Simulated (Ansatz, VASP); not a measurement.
One calculation of B5Ru, two programs

```xyz
6
Lattice="3.2428 0.0000 0.0000 -1.6214 2.8083 0.0000 0.0000 0.0000 6.5461" Properties=species:S:1:pos:R:3 pbc="T T T"
B     1.6214    0.0000    0.0000
B    -0.8107    1.4042    0.0000
B     0.8107    1.4042    0.0000
B     0.0000    0.0000    5.3125
B     0.0000    0.0000    1.2336
Ru    0.0000    0.0000    3.2731
```

Alike in both runs: task relaxation of cell and atoms; functional PBE; k mesh 12 × 12 × 6; occupations gaussian, width 0.1 eV; no spin polarisation.

```csv
,VASP,Ansatz
version,VASP 6.6.1,Ansatz 0.2.0
potentials or method,"VASP PAW PBE potentials, release 64 (B, Ru_pv), cutoff 600 eV","scalar-relativistic, plane waves, PAW"
valence electrons in the cell,29,31
```

VASP gave:

```
gap on the k mesh at the Fermi level, each at its own relaxed structure (eV) : none
relaxed volume (Å³/atom)                                                     : 9.95
relaxed cell length with the largest relative difference (Å)                 : 3.236
```

Problem. Estimate Ansatz's values.

Solution. gap on the k mesh at the Fermi level, each at its own relaxed structure (eV): none; relaxed volume (Å³/atom): 9.94; relaxed cell length with the largest relative difference (Å): 3.235.

A gap of «none» marks a metal or a gap that the smearing closes. VASP's potentials hold 29 valence electrons a cell and Ansatz's 31, so a difference there can come from the potentials and not from the codes.
